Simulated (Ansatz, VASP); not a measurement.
**One calculation of Si2N, two programs**

Contents of INCAR:

```
SYSTEM = Si2N
PREC = Accurate
ENCUT = 600
EDIFF = 1E-7
ISMEAR = 0
SIGMA = 0.1
LREAL = .FALSE.
LASPH = .TRUE.
NELM = 80
ALGO = Normal
ISIF = 3
LWAVE = .FALSE.
LCHARG = .FALSE.
GGA = PE
IBRION = 2
NSW = 90
EDIFFG = -0.04
```

KPOINTS

```
regular mesh
0
G
  8 8 8
  0 0 0
```

File POSCAR:

```
Si2N
1.0
   -1.3153737977      1.8039445096      3.9866407791
    1.3153737977     -1.8039445096      3.9866407791
    1.3153737977      1.8039445096     -3.9866407791
Si N
2 1
Direct
    0.8310364363      0.3310364363      0.5000000000
    0.1689635637      0.6689635637      0.5000000000
    0.0000000000      0.0000000000      0.0000000000
```

Input for Ansatz:

```yaml
crystal:
  lattice:
    - [-1.3153737977, 1.8039445096, 3.9866407791]
    - [1.3153737977, -1.8039445096, 3.9866407791]
    - [1.3153737977, 1.8039445096, -3.9866407791]
  atoms:
    - { symbol: Si, position: [0.8310364363, 0.3310364363, 0.5] }
    - { symbol: Si, position: [0.1689635637, 0.6689635637, 0.5] }
    - { symbol: "N", position: [0.0, 0.0, 0.0] }
basis:
  ecutwfc: 420
kpoints:
  mp_grid: { grid: [8, 8, 8] }
hamiltonian:
  xc: pbe
scf:
  occupations: { method: gaussian, width: 0.1 }
  lower_state_search: "off"
output:
  forces: true
  stress: true
  eigenvalues: true
relax:
  adjacent_minimum: "off"
  f_tol: 0.04
  max_steps: 70
  cell: { stress_tol: 0.4 }
```

Change from the starting cell: species swapped into the NiF2 type (Pnnm, No. 58).

Alike in both runs: task relaxation of cell and atoms; functional PBE; k mesh 8 × 8 × 8; occupations gaussian, width 0.1 eV; no spin polarisation.

|  | VASP | Ansatz |
| --- | --- | --- |
| version | VASP 6.6.1 | Ansatz 0.2.0 |
| potentials or method | VASP PAW PBE potentials, release 64 (Si, N), cutoff 600 eV | scalar-relativistic, plane waves, PAW |
| valence electrons in the cell | 13 | 13 |

```tsv
	VASP	Ansatz	Ansatz less VASP
gap on the k mesh at the Fermi level, each at its own relaxed structure (eV)	none	none	-
relaxed volume (Å³/atom)	12.58	12.61	+0.036
relaxed cell length with the largest relative difference (Å)	4.567	4.568	+0.0004
```

A gap of «none» marks a metal or a gap that the smearing closes.

The k mesh is coarse, so the values compare programs but aren't converged.
